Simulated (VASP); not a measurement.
Write the native input for VASP 6.6.1 that does the following.

- Task: single point
- Functional: RPBE
- Potentials or basis: VASP PAW PBE potentials, release 64 (Mg)
- Cutoff: 520 eV
- k mesh: 13 × 13 × 4
- Occupations: fermi-dirac, width 0.1 eV
- Spin: no spin polarisation
- Dipole correction: no
- Further INCAR settings: ALGO = Normal; EDIFF = 1e-06; NBANDS = 12

The structure of Mg lies in POSCAR:

```
Mg
1.0
    3.2740711968      0.0000000000      0.0000000000
   -1.6370355984      2.8354288302      0.0000000000
    0.0000000000      0.0000000000     10.6507228869
Mg
4
Direct
    0.0000000000      1.0000000000      1.0000000000
    0.0000000000      0.0000000000      0.5000000000
    0.3333333333      0.6666666667      0.2500000000
    0.6666666667      0.3333333333      0.7500000000
```

The input as run:

INCAR

```
PREC = Accurate
ENCUT = 520
EDIFF = 1E-6
ISMEAR = -1
SIGMA = 0.1
LREAL = F
LASPH = T
NELM = 60
ALGO = Normal
ISIF = 2
LWAVE = F
LCHARG = F
GGA = RP
NBANDS = 12
```

KPOINTS

```
regular mesh
0
Gamma
  13 13 4
```

Potentials or basis: VASP PAW PBE potentials, release 64 (Mg).

Command:

```console
$ cat potpaw_PBE.64/Mg/POTCAR > POTCAR
$ mpirun -np 1 vasp_std > vasp.out
```

It gave:

```yaml
Pressure: -1.3 GPa
Band_gap_on_the_k_mesh: zero (bands 4 and 5 overlap by 2.38 eV)
```

Caveat: the PAW data sets were made with another functional, which shifts forces and pressure a little.

Wall time 27 s on 1 thread of AMD EPYC 9R45 96-Core Processor (Zen 5), with other jobs on the host, peak memory 0.2 GiB.
